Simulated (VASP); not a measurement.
# Bi (Im-3m) in VASP: notebook

Runs on Bi. Level: r2SCAN. Tasks: single point, relaxation of cell and atoms.

Everything below comes from runs of VASP 6.6.1. Logs are shortened: lines on timing, memory, paths and dates and some standing lists are left out, and cuts for length are marked.

## 1. The cell of the first run

It takes space group Im-3m (No. 229, cubic). The conventional cell has a = 3.792 Å, b = 3.792 Å, c = 3.792 Å, α = 90.00°, β = 90.00°, γ = 90.00°. Bi (site symmetry m-3m) has 14 Bi at 3.28 to 3.79 Å within 4.3 Å.

## 2. Single point, r2SCAN

Input file POSCAR:

```
Bi
1.0
   -1.8958464710      1.8958464710      1.8958464710
    1.8958464710     -1.8958464710      1.8958464710
    1.8958464710      1.8958464710     -1.8958464710
Bi
1
Direct
    0.0000000000      0.0000000000      0.0000000000
```

Input file INCAR.step1:

```
PREC = Accurate ; ENCUT = 520
ISMEAR = -1 ; SIGMA = 0.1
LREAL = False ; LASPH = True
NELM = 100 ; NBANDS = 14
GGA = PE ; ALGO = Normal
EDIFF = 1E-4 ; LWAVE = True
LCHARG = False
```

Input file INCAR.step2:

```
PREC = Accurate ; ENCUT = 520
EDIFF = 1E-6 ; ISMEAR = -1
SIGMA = 0.1 ; LREAL = False
LASPH = True ; NELM = 100
ALGO = Normal ; ISIF = 2
LWAVE = False ; LCHARG = False
METAGGA = R2SCAN ; LMIXTAU = True
NBANDS = 14 ; ISTART = 1
```

Input file KPOINTS:

```
Automatic mesh
0
Gamma
  16 16 16
```

Potentials or basis: VASP PAW PBE potentials, release 64 (Bi_d).

Command:

```sh
$ cat potpaw_PBE.64/Bi_d/POTCAR > POTCAR
$ cp INCAR.step1 INCAR
$ mpirun -np 1 vasp_std > vasp.out
$ cp INCAR.step2 INCAR
$ mpirun -np 1 vasp_std > vasp.out
```

OUTCAR:

```text
PREC = Accurate
   ENCUT = 520
   EDIFF = 1E-6
   ISMEAR = -1
   LREAL = False
   LASPH = True
   NELM = 100
   ISIF = 2
   METAGGA = R2SCAN
   ISTART = 1

 ion  position               nearest neighbor table
   1  0.000  0.000  0.000-

  LATTYP: Found a body centered cubic cell.
 ALAT       =     3.7916929420

  Lattice vectors:

 A1 = (  -1.8958464710,   1.8958464710,   1.8958464710)
 A2 = (   1.8958464710,  -1.8958464710,   1.8958464710)
 A3 = (   1.8958464710,   1.8958464710,  -1.8958464710)

Analysis of symmetry for initial positions (statically):
=====================================================================
 Subroutine PRICEL returns:
 Original cell was already a primitive cell.

 Routine SETGRP: Setting up the symmetry group for a
 body centered cubic supercell.

 Subroutine GETGRP returns: Found 48 space group operations
 (whereof 48 operations were pure point group operations)
 out of a pool of 48 trial point group operations.

The static configuration has the point symmetry O_h .

Analysis of symmetry for dynamics (positions and initial velocities):
=====================================================================
 Subroutine PRICEL returns:
 Original cell was already a primitive cell.

 Routine SETGRP: Setting up the symmetry group for a
 body centered cubic supercell.

 Subroutine GETGRP returns: Found 48 space group operations
 (whereof 48 operations were pure point group operations)
 out of a pool of 48 trial point group operations.

The dynamic configuration has the point symmetry O_h .

 Subroutine INISYM returns: Found 48 space group operations
 (whereof 48 operations are pure point group operations),
 and found     1 'primitive' translations

----------------------------------------------------------------------------------------

                                     Primitive cell

  volume of cell :      27.2565

  direct lattice vectors                    reciprocal lattice vectors
    -1.895846471  1.895846471  1.895846471     0.000000000  0.263734436  0.263734436
     1.895846471 -1.895846471  1.895846471     0.263734436  0.000000000  0.263734436
     1.895846471  1.895846471 -1.895846471     0.263734436  0.263734436  0.000000000

  length of vectors
     3.283702411  3.283702411  3.283702411     0.372976816  0.372976816  0.372976816

  position of ions in fractional coordinates (direct lattice)
     0.000000000  0.000000000  0.000000000

[... 76 lines left out ...]
   LREAL  =      F    real-space projection
   EDIFFG = 0.1E-04   stopping-criterion for IOM
   NSW    =      0    number of steps for IOM
   IBRION =     -1    ionic relax: 0-MD 1-quasi-New 2-CG
   NFREE  =      0    steps in history (QN), initial steepest desc. (CG)
   ISIF   =      2    stress and relaxation
   ISYM   =      2    0-nonsym 1-usesym 2-fastsym
   POTIM  = 0.5000    time-step for ionic-motion
   TEBEG  =    0.0;   TEEND  =   0.0 temperature during run
   PSTRESS=    0.0 pullay stress
   NELECT =      15.0000    total number of electrons
   NUPDOWN=      -1.0000    fix difference up-down
   EMIN   =  10.00;   EMAX   =-10.00  energy-range for DOS
   EFERMI =   0.00;   METHOD = LEGACY
   ISMEAR =    -1;   SIGMA  =   0.10  broadening in eV -4-tet -1-fermi 0-gaus
   EFERMI_NEDOS =   21; number of points for ismear=-14 and -15
   IALGO  =     38    algorithm
   IMIX   =      4    mixing-type and parameters
     AMIX     =   0.40;   BMIX     =  1.00
     AMIX_MAG =   1.60;   BMIX_MAG =  1.00
  volume/ion in A,a.u.               =      27.26       183.94
  Fermi-wavevector in a.u.,A,eV,Ry     =   1.341576  2.535212 24.488138  1.799827
  Thomas-Fermi vector in A             =   2.469799
   LORBIT       =      0    0 simple, 1 ext, 2 COOP (PROOUT), +10 PAW based schemes
   METAGGA = R2SCAN    functional components
   LHFCALC =     F    Hartree Fock is set to
   AEXX    =    0.0000 exact exchange contribution
   IVDW    =     0    specifies the selected vdW correction
   LEPSILON=     F    determine dielectric tensor
   LRPA    =     F    only Hartree local field effects (RPA)
 non-spin polarized calculation
  energy-cutoff  :      520.00
  volume of cell :       27.26
 maximum number of plane-waves:       746
   NGX = 13   NGY = 13   NGZ = 13

 number of electron      15.0000004 magnetization

 Free energy of the ion-electron system (eV)
  ---------------------------------------------------
  ext. energy  EPLUGINS =         0.00000000
  ---------------------------------------------------
  free energy    TOTEN  =       -58.17116399 eV

  energy without entropy =      -58.15406467  energy(sigma->0) =      -58.16261433

 E-fermi :   9.6061     XC(G=0): -11.7993

 val. band max:        9.5960049730   @ k =   0.3125   0.1250   0.0625
 cond. band min:       9.6935487317   @ k =   0.5000   0.5000   0.1875
 fundamental gap:      0.0975437587
 Fermi energy:         9.6060949682

 k-point     1 :       0.0000    0.0000    0.0000
  band No.  band energies     occupation
      1     -14.2892      2.00000
      2     -14.2892      2.00000
      3     -14.2892      2.00000
      4     -14.0713      2.00000
      5     -14.0713      2.00000
      6      -5.5683      2.00000
      7      16.0317      0.00000
      8      16.0317      0.00000
      9      16.0317      0.00000
     10      20.8701      0.00000
     11      20.8701      0.00000
     12      20.8701      0.00000
     13      21.6674      0.00000
     14      22.7087      0.00000
[... 377 lines left out ...]
      1     -14.3151      2.00000
      2     -14.2280      2.00000
      3     -14.1061      2.00000
      4     -14.0948      2.00000
      5     -14.0165      2.00000
      6      -2.5142      2.00000
      7       6.2429      2.00000
      8       9.4002      1.77363
      9      13.0700      0.00000
     10      18.7860      0.00000
     11      20.1961      0.00000
     12      22.7392      0.00000
     13      25.3269      0.00000
     14      25.4012      0.00000

 [... further k-points ...]
[... 5 lines left out ...]
  --------------------------------------------------------------------------------------
  -------------------------------------------------------------------------------------
  Total        1.7169012      1.7169012      1.7169012     -0.0000000     -0.0000000     -0.0000000
  in kB      100.9221279    100.9221279    100.9221279     -0.0000000     -0.0000000     -0.0000000
  external PRESSURE =     100.9221279 kB  Pullay stress =       0.0000000 kB

 VOLUME and BASIS-vectors are now :
 -----------------------------------------------------------------------------
  energy-cutoff  :      520.00
  volume of cell :       27.26
      direct lattice vectors                 reciprocal lattice vectors
    -1.895846471  1.895846471  1.895846471     0.000000000  0.263734436  0.263734436
     1.895846471 -1.895846471  1.895846471     0.263734436  0.000000000  0.263734436
     1.895846471  1.895846471 -1.895846471     0.263734436  0.263734436  0.000000000

 POSITION                                       TOTAL-FORCE (eV/Angst)
 -----------------------------------------------------------------------------------
      0.00000      0.00000      0.00000         0.000000      0.000000      0.000000
 -----------------------------------------------------------------------------------
    total drift:                                0.000000      0.000000      0.000000

  FREE ENERGIE OF THE ION-ELECTRON SYSTEM (eV)
  ---------------------------------------------------
  free  energy   TOTEN  =       -58.1711639935 eV

  energy  without entropy=      -58.1540646733  energy(sigma->0) =      -58.16261433
```

OUTCAR.step1:

```text
PREC = Accurate
   ENCUT = 520
   ISMEAR = -1
   LREAL = False
   LASPH = True
   NELM = 100
[... 622 lines left out ...]
 POSITION                                       TOTAL-FORCE (eV/Angst)
 -----------------------------------------------------------------------------------
      0.00000      0.00000      0.00000         0.000000     -0.000000     -0.000000
 -----------------------------------------------------------------------------------
    total drift:                                0.000000      0.000000      0.000000

  FREE ENERGIE OF THE ION-ELECTRON SYSTEM (eV)
  ---------------------------------------------------
  free  energy   TOTEN  =        -3.6381184286 eV

  energy  without entropy=       -3.6195233859  energy(sigma->0) =       -3.62882091
```

OSZICAR.step1:

```text
N       E                     dE             d eps       ncg     rms          rms(c)
DAV:   1     0.114914543797E+03    0.11491E+03   -0.77031E+03  4116   0.129E+03
DAV:   2     0.281428278341E+01   -0.11210E+03   -0.10843E+03  4354   0.349E+02
DAV:   3    -0.349756062768E+01   -0.63118E+01   -0.62881E+01  5144   0.791E+01
DAV:   4    -0.363788466093E+01   -0.14032E+00   -0.14029E+00  5094   0.123E+01
DAV:   5    -0.364392550769E+01   -0.60408E-02   -0.60407E-02  5690   0.236E+00    0.498E-01
DAV:   6    -0.363945965942E+01    0.44658E-02   -0.67747E-03  5622   0.117E+00    0.282E-01
DAV:   7    -0.363810147221E+01    0.13582E-02   -0.38697E-03  5398   0.941E-01    0.745E-02
DAV:   8    -0.363811842863E+01   -0.16956E-04   -0.43516E-04  5332   0.294E-01
   1 F= -.36381184E+01 E0= -.36288209E+01  d E =-.185950E-01
```

Wall time 44 s (1 thread of Intel Xeon 6975P-C (Granite Rapids), shared host); peak memory 0.17 GiB.

Results:

- Free energy: -58.1712 eV
- Pressure: 10.1 GPa

Caveat: the PAW data sets were made with another functional, which shifts forces and pressure a little; spin-orbit coupling is left out, which moves the levels of the heavy elements.

## 3. Single point, r2SCAN

POSCAR is that of step 2.

Input file INCAR.step1:

```
  ALGO = Normal
  EDIFF = 1E-4
  ENCUT = 520
  GGA = PE
  ISMEAR = -1
  LASPH = True
  LCHARG = False
  LREAL = False
  LWAVE = True
  NBANDS = 14
  NELM = 100
  PREC = Accurate
  SIGMA = 0.1
```

Input file INCAR.step2:

```
  ALGO = Normal
  EDIFF = 1E-6
  ENCUT = 520
  ISIF = 2
  ISMEAR = -1
  ISTART = 1
  LASPH = True
  LCHARG = False
  LMIXTAU = True
  LREAL = False
  LWAVE = False
  METAGGA = R2SCAN
  NBANDS = 14
  NELM = 100
  PREC = Accurate
  SIGMA = 0.1
```

Input file KPOINTS:

```
k-points
0
Gamma
  16 16 16
```

Potentials or basis: VASP PAW PBE potentials, release 64 (Bi_d).

Command:

```sh
$ cat potpaw_PBE.64/Bi_d/POTCAR > POTCAR
$ cp INCAR.step1 INCAR
$ mpirun -np 1 vasp_std > vasp.out
$ cp INCAR.step2 INCAR
$ mpirun -np 1 vasp_std > vasp.out
```

OUTCAR:

```text
EDIFF = 1E-6
   ENCUT = 520
   ISIF = 2
   ISMEAR = -1
   ISTART = 1
   LASPH = True
   LREAL = False
   METAGGA = R2SCAN
   NELM = 100
   PREC = Accurate

 ion  position               nearest neighbor table
   1  0.000  0.000  0.000-

  LATTYP: Found a body centered cubic cell.
 ALAT       =     3.7916929420

  Lattice vectors:

 A1 = (  -1.8958464710,   1.8958464710,   1.8958464710)
 A2 = (   1.8958464710,  -1.8958464710,   1.8958464710)
[... 577 lines left out ...]
      5     -14.0165      2.00000
      6      -2.5142      2.00000
      7       6.2429      2.00000
      8       9.4002      1.77363
      9      13.0700      0.00000
     10      18.7860      0.00000
     11      20.1961      0.00000
     12      22.7392      0.00000
     13      25.3269      0.00000
     14      25.4012      0.00000

 [... further k-points ...]
[... 5 lines left out ...]
  --------------------------------------------------------------------------------------
  -------------------------------------------------------------------------------------
  Total        1.7169012      1.7169012      1.7169012     -0.0000000     -0.0000000     -0.0000000
  in kB      100.9221279    100.9221279    100.9221279     -0.0000000     -0.0000000     -0.0000000
  external PRESSURE =     100.9221279 kB  Pullay stress =       0.0000000 kB

 VOLUME and BASIS-vectors are now :
 -----------------------------------------------------------------------------
  energy-cutoff  :      520.00
  volume of cell :       27.26
      direct lattice vectors                 reciprocal lattice vectors
    -1.895846471  1.895846471  1.895846471     0.000000000  0.263734436  0.263734436
     1.895846471 -1.895846471  1.895846471     0.263734436  0.000000000  0.263734436
     1.895846471  1.895846471 -1.895846471     0.263734436  0.263734436  0.000000000

 POSITION                                       TOTAL-FORCE (eV/Angst)
 -----------------------------------------------------------------------------------
      0.00000      0.00000      0.00000         0.000000      0.000000      0.000000
 -----------------------------------------------------------------------------------
    total drift:                                0.000000      0.000000      0.000000

  FREE ENERGIE OF THE ION-ELECTRON SYSTEM (eV)
  ---------------------------------------------------
  free  energy   TOTEN  =       -58.1711639935 eV

  energy  without entropy=      -58.1540646733  energy(sigma->0) =      -58.16261433
```

OUTCAR.step1:

```text
EDIFF = 1E-4
   ENCUT = 520
   GGA = PE
   ISMEAR = -1
   LASPH = True
[... 622 lines left out ...]

 POSITION                                       TOTAL-FORCE (eV/Angst)
 -----------------------------------------------------------------------------------
      0.00000      0.00000      0.00000         0.000000     -0.000000     -0.000000
 -----------------------------------------------------------------------------------
    total drift:                                0.000000      0.000000      0.000000

  FREE ENERGIE OF THE ION-ELECTRON SYSTEM (eV)
  ---------------------------------------------------
  free  energy   TOTEN  =        -3.6381184286 eV

  energy  without entropy=       -3.6195233859  energy(sigma->0) =       -3.62882091
```

Run time: 42 s. Hardware: 1 thread of Intel Xeon 6975P-C (Granite Rapids), shared host; peak memory 0.17 GiB.

Results:

| Item | Value |
| --- | --- |
| Free energy | -58.1712 eV |
| Pressure | 10.1 GPa |

Caveat: the PAW data sets were made with another functional, which shifts forces and pressure a little; spin-orbit coupling is left out, which moves the levels of the heavy elements.

(Part 1 of 2 ends here.)
